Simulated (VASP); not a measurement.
# SiO2 (rutile type) (P4_2/mnm) in VASP: a series of runs

The runs below take SiO2 (rutile type) through single point, with PBEsol.

Program: VASP 6.6.1. These are calculated values, not measurements. Logs are shortened: lines on timing, memory, paths and dates and some standing lists are left out, and cuts for length are marked.

**1. The cell of the first run**

Symmetry: P4_2/mnm, No. 136, tetragonal system. Conventional cell: a = 3.547 Å, b = 3.547 Å, c = 2.322 Å, α = 90.00°, β = 90.00°, γ = 90.00°. Within 2.0 Å of Si (site symmetry mmm) lie 6 O at 1.50 to 1.54 Å. Within 2.2 Å of O (site symmetry m2m) lie 3 Si at 1.50 to 1.54 Å and 9 O at 2.02 to 2.15 Å.

**2. Single point, PBEsol (4.87 Å³/atom)**

POSCAR reads:

```
SiO2
1.0
    3.5471775583      0.0000000000      0.0000000000
    0.0000000000      3.5471775583      0.0000000000
    0.0000000000      0.0000000000      2.3222516494
Si O
2 4
Direct
    0.0000000000      0.0000000000      0.0000000000
    0.5000000000      0.5000000000      0.5000000000
    0.2982232298      0.2982232298      0.0000000000
    0.7017767702      0.7017767702      0.0000000000
    0.7982232298      0.2017767702      0.5000000000
    0.2017767702      0.7982232298      0.5000000000
```

INCAR.step1 reads:

```
SYSTEM = SiO2
PREC = Accurate ; ENCUT = 520
EDIFF = 1E-6 ; ISMEAR = -1
SIGMA = 0.05 ; LREAL = .False.
LASPH = .True. ; NELM = 60
ALGO = Normal ; ISIF = 2
LWAVE = .False. ; LCHARG = .True.
GGA = PS ; NBANDS = 25
```

KPOINTS.step1 reads:

```
regular mesh
0
Gamma
  8 8 11
  0 0 0
```

INCAR.step2 reads:

```
SYSTEM = SiO2
PREC = Accurate ; ENCUT = 520
EDIFF = 1E-6 ; ISMEAR = -5
SIGMA = 0.05 ; LREAL = .False.
LASPH = .True. ; NELM = 60
ALGO = Normal ; ISIF = 2
LWAVE = .False. ; LCHARG = .False.
GGA = PS ; LORBIT = 11
NEDOS = 1001 ; ICHARG = 11
```

KPOINTS.step2 reads:

```
regular mesh
0
Gamma
  12 12 17
  0 0 0
```

Potentials or basis: VASP PAW PBE potentials, release 64 (Si, O).

Started as:

```sh
$ cat potpaw_PBE.64/Si/POTCAR potpaw_PBE.64/O/POTCAR > POTCAR
$ cp INCAR.step1 INCAR
$ cp KPOINTS.step1 KPOINTS
$ mpirun -np 1 vasp_std > vasp.out
$ cp INCAR.step2 INCAR
$ cp KPOINTS.step2 KPOINTS
$ mpirun -np 1 vasp_std > vasp.out
```

OUTCAR:

```text
SYSTEM = SiO2
   PREC = Accurate
   ENCUT = 520
   EDIFF = 1E-6
   ISMEAR = -5
   LREAL = .False.
   LASPH = .True.
   NELM = 60
   ISIF = 2
   GGA = PS
   LORBIT = 11
   ICHARG = 11

 ion  position               nearest neighbor table
   1  0.000  0.000  0.000-   3 1.50   4 1.50   5 1.54   6 1.54   5 1.54   6 1.54   2 2.76   2 2.76
                             2 2.76   2 2.76   2 2.76   2 2.76   2 2.76   2 2.76
   2  0.500  0.500  0.500-   5 1.50   6 1.50   3 1.54   4 1.54   3 1.54   4 1.54   1 2.76   1 2.76
                             1 2.76   1 2.76   1 2.76   1 2.76   1 2.76   1 2.76
   3  0.298  0.298  0.000-   1 1.50   2 1.54   2 1.54
   4  0.702  0.702  0.000-   1 1.50   2 1.54   2 1.54
   5  0.798  0.202  0.500-   2 1.50   1 1.54   1 1.54
   6  0.202  0.798  0.500-   2 1.50   1 1.54   1 1.54

  LATTYP: Found a simple tetragonal cell.
 ALAT       =     3.5471775583
 C/A-ratio  =     0.6546758969

  Lattice vectors:

 A1 = (   3.5471775583,   0.0000000000,   0.0000000000)
 A2 = (   0.0000000000,   3.5471775583,   0.0000000000)
 A3 = (   0.0000000000,   0.0000000000,   2.3222516494)

Analysis of symmetry for initial positions (statically):
=====================================================================
 Subroutine PRICEL returns:
 Original cell was already a primitive cell.

 Routine SETGRP: Setting up the symmetry group for a
 simple tetragonal supercell.

 Subroutine GETGRP returns: Found 16 space group operations
 (whereof  8 operations were pure point group operations)
 out of a pool of 16 trial point group operations.

The static configuration has the point symmetry D_2h.
 The point group associated with its full space group is D_4h.

Analysis of symmetry for dynamics (positions and initial velocities):
=====================================================================
 Subroutine PRICEL returns:
 Original cell was already a primitive cell.

 Routine SETGRP: Setting up the symmetry group for a
 simple tetragonal supercell.

 Subroutine GETGRP returns: Found 16 space group operations
 (whereof  8 operations were pure point group operations)
 out of a pool of 16 trial point group operations.

The dynamic configuration has the point symmetry D_2h.
 The point group associated with its full space group is D_4h.

 Subroutine INISYM returns: Found 16 space group operations
 (whereof  8 operations are pure point group operations),
 and found     1 'primitive' translations

----------------------------------------------------------------------------------------

                                     Primitive cell

  volume of cell :      29.2197

  direct lattice vectors                    reciprocal lattice vectors
     3.547177558  0.000000000  0.000000000     0.281914278  0.000000000  0.000000000
     0.000000000  3.547177558  0.000000000     0.000000000  0.281914278  0.000000000
     0.000000000  0.000000000  2.322251649     0.000000000  0.000000000  0.430616553

  length of vectors
     3.547177558  3.547177558  2.322251649     0.281914278  0.281914278  0.430616553

  position of ions in fractional coordinates (direct lattice)
     0.000000000  0.000000000  0.000000000
     0.500000000  0.500000000  0.500000000
     0.298223230  0.298223230  0.000000000
     0.701776770  0.701776770  0.000000000
     0.798223230  0.201776770  0.500000000
     0.201776770  0.798223230  0.500000000

  ion indices of the primitive-cell ions
   primitive index   ion index
                 1           1
                 2           2
                 3           3
                 4           4
                 5           5
                 6           6

----------------------------------------------------------------------------------------

 KPOINTS: regular mesh

Automatic generation of k-mesh.
 Grid dimensions read from file:
 generate k-points for:   12   12   17

 Generating k-lattice:

  Cartesian coordinates                     Fractional coordinates (reciprocal lattice)
     0.023492856  0.000000000  0.000000000     0.083333333  0.000000000  0.000000000
     0.000000000  0.023492856  0.000000000     0.000000000  0.083333333  0.000000000
     0.000000000  0.000000000  0.025330385     0.000000000  0.000000000  0.058823529

  Length of vectors
     0.023492856  0.023492856  0.025330385

  Shift w.r.t. Gamma in fractional coordinates (k-lattice)
     0.000000000  0.000000000  0.000000000

 TETIRR: Found   3678 inequivalent tetrahedra from    14688

 Subroutine IBZKPT returns following result:
 ===========================================

 Found    252 irreducible k-points:

 Following reciprocal coordinates:
            Coordinates               Weight
  0.000000  0.000000  0.000000      1.000000
  0.083333  0.000000  0.000000      4.000000
  0.166667  0.000000  0.000000      4.000000
  0.250000  0.000000  0.000000      4.000000
  0.333333  0.000000  0.000000      4.000000
  0.416667  0.000000  0.000000      4.000000
[... 16 lines left out ...]
  0.333333  0.333333  0.000000      4.000000
  0.416667  0.333333  0.000000      8.000000
 [... further k-points ...]
   k-points           NKPTS =    252   k-points in BZ     NKDIM =    252   number of bands    NBANDS=     20
   number of dos      NEDOS =   1001   number of ions     NIONS =      6
   total plane-waves  NPLWV =  14112
   dimension x,y,z NGX =    28 NGY =   28 NGZ =   18
   dimension x,y,z NGXF=    56 NGYF=   56 NGZF=   36
   ions per type =               2   4
   NGX,Y,Z   is equivalent  to a cutoff of  13.12, 13.12, 12.89 a.u.
   NGXF,Y,Z  is equivalent  to a cutoff of  26.25, 26.25, 25.77 a.u.
 SYSTEM =  SiO2
   PREC   = accura    normal or accurate (medium, high low for compatibility)
   ISTART =      0    job   : 0-new  1-cont  2-samecut
   ICHARG =     11    charge: 1-file 2-atom 10-const
   ISPIN  =      1    spin polarized calculation?
   LNONCOLLINEAR =      F non collinear calculations
   LSORBIT =      F    spin-orbit coupling
   LASPH  =      T    aspherical Exc in radial PAW
   ENCUT  =  520.0 eV  38.22 Ry    6.18 a.u.   6.60  6.60  4.32*2*pi/ulx,y,z
   NELM   =     60;   NELMIN=  2; NELMDL=  0     # of ELM steps
   EDIFF  = 0.1E-05   stopping-criterion for ELM
   LREAL  =      F    real-space projection
   EDIFFG = 0.1E-04   stopping-criterion for IOM
   NSW    =      0    number of steps for IOM
   IBRION =     -1    ionic relax: 0-MD 1-quasi-New 2-CG
   NFREE  =      0    steps in history (QN), initial steepest desc. (CG)
   ISIF   =      2    stress and relaxation
   ISYM   =      2    0-nonsym 1-usesym 2-fastsym
   POTIM  = 0.5000    time-step for ionic-motion
   TEBEG  =    0.0;   TEEND  =   0.0 temperature during run
   PSTRESS=    0.0 pullay stress
   NELECT =      32.0000    total number of electrons
   NUPDOWN=      -1.0000    fix difference up-down
   EMIN   =  10.00;   EMAX   =-10.00  energy-range for DOS
   EFERMI =   0.00;   METHOD = LEGACY
   ISMEAR =    -5;   SIGMA  =   0.05  broadening in eV -4-tet -1-fermi 0-gaus
   EFERMI_NEDOS =   21; number of points for ismear=-14 and -15
   IALGO  =     38    algorithm
   IMIX   =      4    mixing-type and parameters
     AMIX     =   0.40;   BMIX     =  1.00
     AMIX_MAG =   1.60;   BMIX_MAG =  1.00
  volume/ion in A,a.u.               =       4.87        32.86
  Fermi-wavevector in a.u.,A,eV,Ry     =   1.687459  3.188834 38.742812  2.847516
  Thomas-Fermi vector in A             =   2.769941
   LORBIT       =     11    0 simple, 1 ext, 2 COOP (PROOUT), +10 PAW based schemes
   GGA     = PS    functional components
   LHFCALC =     F    Hartree Fock is set to
   AEXX    =    0.0000 exact exchange contribution
   IVDW    =     0    specifies the selected vdW correction
   LEPSILON=     F    determine dielectric tensor
   LRPA    =     F    only Hartree local field effects (RPA)
 non-spin polarized calculation
 Fermi weights with tetrahedron method with Bloechl corrections
  energy-cutoff  :      520.00
  volume of cell :       29.22
 maximum number of plane-waves:       809
 NGX is ok and might be reduce to    28

 number of electron      32.0000009 magnetization

 Free energy of the ion-electron system (eV)
  ---------------------------------------------------
  ext. energy  EPLUGINS =         0.00000000
  ---------------------------------------------------
  free energy    TOTEN  =       -34.34833763 eV

  energy without entropy =      -34.34833763  energy(sigma->0) =      -34.34833763

 E-fermi :  16.2251     XC(G=0): -15.1448

 val. band max:       16.2161605576   @ k =   0.0000   0.0000   0.0000
 cond. band min:      23.0942936403   @ k =   0.0000   0.0000   0.0000
 fundamental gap:      6.8781330827
 Fermi energy:        16.2251157698

 k-point     1 :       0.0000    0.0000    0.0000
  band No.  band energies     occupation
      1     -12.4127      2.00000
      2      -5.8869      2.00000
      3      -5.8869      2.00000
      4      -4.7776      2.00000
      5       1.5262      2.00000
      6       4.4833      2.00000
[... 12 lines left out ...]
     19      28.0184      0.00000
     20      28.0184      0.00000

 k-point     2 :       0.0833    0.0000    0.0000
  band No.  band energies     occupation
      1     -12.3511      2.00000
      2      -6.2966      2.00000
      3      -5.8468      2.00000
      4      -4.5241      2.00000
      5       1.5293      2.00000
      6       4.6277      2.00000
[... 12 lines left out ...]
     19      28.0817      0.00000
     20      28.3639      0.00000
[... 465 lines left out ...]
      3      -6.9394      2.00000
      4      -5.4322      2.00000
      5       3.7194      2.00000
      6       5.7183      2.00000
[... 12 lines left out ...]
     19      29.4726      0.00000
     20      29.9827      0.00000

 k-point    24 :       0.4167    0.3333    0.0000
  band No.  band energies     occupation
      1     -10.0684      2.00000
      2      -8.9840      2.00000
      3      -6.8579      2.00000
      4      -5.9839      2.00000
      5       4.3725      2.00000
      6       5.4932      2.00000
[... 12 lines left out ...]
     19      30.0501      0.00000
     20      30.2747      0.00000

 [... further k-points ...]

------------------------ aborting loop because EDIFF is reached ----------------------------------------

  FORCE on cell =-STRESS in cart. coord.  units (eV):
  Direction    XX          YY          ZZ          XY          YZ          ZX
  --------------------------------------------------------------------------------------
  -------------------------------------------------------------------------------------
  Total       71.1258360     71.1258360     71.5432965     -0.0000000      0.0000000      0.0000000
  in kB     3899.9840433   3899.9840433   3922.8743089     -0.0000000      0.0000000      0.0000000
  external PRESSURE =    3907.6141319 kB  Pullay stress =       0.0000000 kB

 VOLUME and BASIS-vectors are now :
 -----------------------------------------------------------------------------
  energy-cutoff  :      520.00
  volume of cell :       29.22
      direct lattice vectors                 reciprocal lattice vectors
     3.547177558  0.000000000  0.000000000     0.281914278  0.000000000  0.000000000
     0.000000000  3.547177558  0.000000000     0.000000000  0.281914278  0.000000000
     0.000000000  0.000000000  2.322251649     0.000000000  0.000000000  0.430616553

 POSITION                                       TOTAL-FORCE (eV/Angst)
 -----------------------------------------------------------------------------------
      0.00000      0.00000      0.00000        -0.000000      0.000000      0.000000
      1.77359      1.77359      1.16113        -0.000000      0.000000      0.000000
      1.05785      1.05785      0.00000        -0.042607     -0.042607      0.000000
      2.48933      2.48933      0.00000         0.042607      0.042607     -0.000000
      2.83144      0.71574      1.16113        -0.042607      0.042607     -0.000000
      0.71574      2.83144      1.16113         0.042607     -0.042607      0.000000
 -----------------------------------------------------------------------------------
    total drift:                                0.000000      0.000000     -0.000000

  FREE ENERGIE OF THE ION-ELECTRON SYSTEM (eV)
  ---------------------------------------------------
  free  energy   TOTEN  =       -34.3483376312 eV

  energy  without entropy=      -34.3483376312  energy(sigma->0) =      -34.34833763

 total charge

# of ion       s       p       d       tot
------------------------------------------
    1        0.771   1.546   0.000   2.317
    2        0.771   1.546   0.000   2.317
    3        1.613   4.119   0.000   5.732
    4        1.613   4.119   0.000   5.732
    5        1.613   4.119   0.000   5.732
    6        1.613   4.119   0.000   5.732
--------------------------------------------------
tot          7.994  19.568   0.000  27.562
```

It took 48 s on 1 thread of Intel Xeon 6975P-C (Granite Rapids), shared host; peak memory 0.23 GiB.

What came out:

```
Valence electrons inside the program's atomic spheres : Si 2.32; O 5.73
```

Caveat: the PAW data sets were made with another functional, which shifts forces and pressure a little.

(Part 1 of 2 ends here.)
